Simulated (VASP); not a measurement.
MnSb, 4 atoms in the cell. The structure is hexagonal, space group P6_3/mmc (No. 194). The conventional cell has a = 4.099 Å, b = 4.099 Å, c = 5.594 Å, α = 90.00°, β = 90.00°, γ = 120.00°. Mn (site symmetry -3m) has 6 Sb at 2.75 Å and 2 Mn at 2.80 Å within 3.6 Å. Within 3.6 Å of Sb (site symmetry -6m2) lie 6 Mn at 2.75 Å. 

- Program: VASP 6.6.1
- Task: single point
- Functional: PBE
- Potentials or basis: VASP PAW PBE potentials, release 64 (Mn_pv, Sb)
- Cutoff: 520 eV
- k mesh: 10 × 10 × 6
- Occupations: gaussian, width 0.05 eV
- Spin: collinear spin, ferromagnetic start
- Starting moments: [3.58, 3.58, 0.0, 0.0] μB
- Dipole correction: no
- Further INCAR settings: ALGO = Normal; EDIFF = 1e-07; NBANDS = 30

Potentials or basis: VASP PAW PBE potentials, release 64 (Mn_pv, Sb).

Command:

```console
$ cat potpaw_PBE.64/Mn_pv/POTCAR potpaw_PBE.64/Sb/POTCAR > POTCAR
$ mpirun -np 1 vasp_std > vasp.out
```

Hardware: 1 thread of Oxide Virtual Turin-like Processor, on a shared host.

Problem. How long does it take, and how much memory?

Solution. Wall time 4.7 min on 1 thread of Oxide Virtual Turin-like Processor (shared host), peak memory 0.31 GiB. Counts: scf iterations 17, k points 56.
